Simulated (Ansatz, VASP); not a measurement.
**Pt: VASP beside Ansatz**

The input INCAR:

```
SYSTEM = Pt
PREC = Accurate
ENCUT = 570
EDIFF = 1E-6
ISMEAR = 0
SIGMA = 0.15
LREAL = .FALSE.
LASPH = .TRUE.
NELM = 120
ALGO = Normal
ISIF = 2
LWAVE = .FALSE.
LCHARG = .TRUE.
LELF = .TRUE.
LVHAR = .TRUE.
NBANDS = 15
GGA_COMPAT = .FALSE.
```

KPOINTS

```
Automatic mesh
0
G
  22 22 22
  0 0 0
```

Contents of POSCAR:

```
Pt
1.0
   -1.5296329591      1.5296329591      1.5296329591
    1.5296329591     -1.5296329591      1.5296329591
    1.5296329591      1.5296329591     -1.5296329591
Pt
1
Direct
    0.0000000000      0.0000000000      0.0000000000
```

Input for Ansatz:

```yaml
crystal:
  lattice:
    - [-1.5296329591, 1.5296329591, 1.5296329591]
    - [1.5296329591, -1.5296329591, 1.5296329591]
    - [1.5296329591, 1.5296329591, -1.5296329591]
  atoms:
    - { symbol: Pt, position: [0.0, 0.0, 0.0] }
basis:
  ecutwfc: 420
kpoints:
  mp_grid: { grid: [22, 22, 22] }
hamiltonian:
  xc: lda
  pseudopotentials: { kind: paw, azcp: { folder: soft_1 } }
scf:
  occupations: { method: gaussian, width: 0.15 }
output:
  forces: true
  stress: true
  eigenvalues: true
  write_density: true
  write_potential: true
  elf: true
  volumetric_format: npy
```

Alike in both runs: task single point; functional LDA; k mesh 22 × 22 × 22; occupations gaussian, width 0.15 eV; no spin polarisation.

|  | VASP | Ansatz |
| --- | --- | --- |
| version | VASP 6.6.1 | Ansatz 0.2.0 |
| potentials or method | VASP PAW LDA potentials, release 64 (Pt_sv_GW), cutoff 570 eV | scalar-relativistic, plane waves, PAW |
| valence electrons in the cell | 18 | 18 |

```tsv
	VASP	Ansatz	Ansatz less VASP
gap on the k mesh at the Fermi level (eV)	none	none	-
pressure (GPa)	13.3	13.7	+0.32
```

Ansatz warns that its potentials were made for another functional, while VASP's fit it. LDA's correlation is that of Perdew and Zunger in VASP and of Perdew and Wang (1992) in Ansatz. A gap of «none» marks a metal or a gap that the smearing closes.

Spin-orbit coupling is off throughout.
